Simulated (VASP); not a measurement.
Input of a VASP 6.6.1 run:

INCAR

```
SYSTEM = Pt
PREC = Accurate
ENCUT = 600
EDIFF = 1E-6
ISMEAR = 0
SIGMA = 0.1
LREAL = .False.
LASPH = .True.
NELM = 60
ALGO = Fast
ISIF = 3
LWAVE = .False.
LCHARG = .False.
GGA = CA
IBRION = 2
NSW = 100
EDIFFG = -0.05
```

The input KPOINTS:

```
regular mesh
0
Gamma
  8 8 8
  0 0 0
```

File POSCAR:

```
Pt
1.0
    0.0000000000      1.9715751800      1.9715751800
    1.9715751800      0.0000000000      1.9715751800
    1.9715751800      1.9715751800      0.0000000000
Pt
1
Direct
    0.0000000000      0.0000000000      0.0000000000
```

Potentials or basis: VASP PAW LDA potentials, release 64 (Pt).

The run is started by

```bash
$ cat potpaw_LDA.64/Pt/POTCAR > POTCAR
$ mpirun -np 1 vasp_std > vasp.out
```

Problem. Predict the relaxed volume.

Solution. 14.77 Å³/atom.

Problem. Estimate the space group after relaxing (to 0.05 Å).

Solution. Fm-3m (No. 225).

Problem. What does it give for the relaxed cell?

Solution. a = 2.754 Å, b = 2.754 Å, c = 2.754 Å, α = 60.00°, β = 60.00°, γ = 60.00°.

Final structure:
```cif
data_structure
_symmetry_space_group_name_H-M 'P 1'
_symmetry_Int_Tables_number 1
_cell_length_a 2.7542
_cell_length_b 2.7542
_cell_length_c 2.7542
_cell_angle_alpha 60.000
_cell_angle_beta 60.000
_cell_angle_gamma 60.000
_cell_volume 14.77
loop_
_atom_site_label
_atom_site_type_symbol
_atom_site_fract_x
_atom_site_fract_y
_atom_site_fract_z
_atom_site_occupancy
Pt1 Pt 0.00000 0.00000 0.00000 1
```
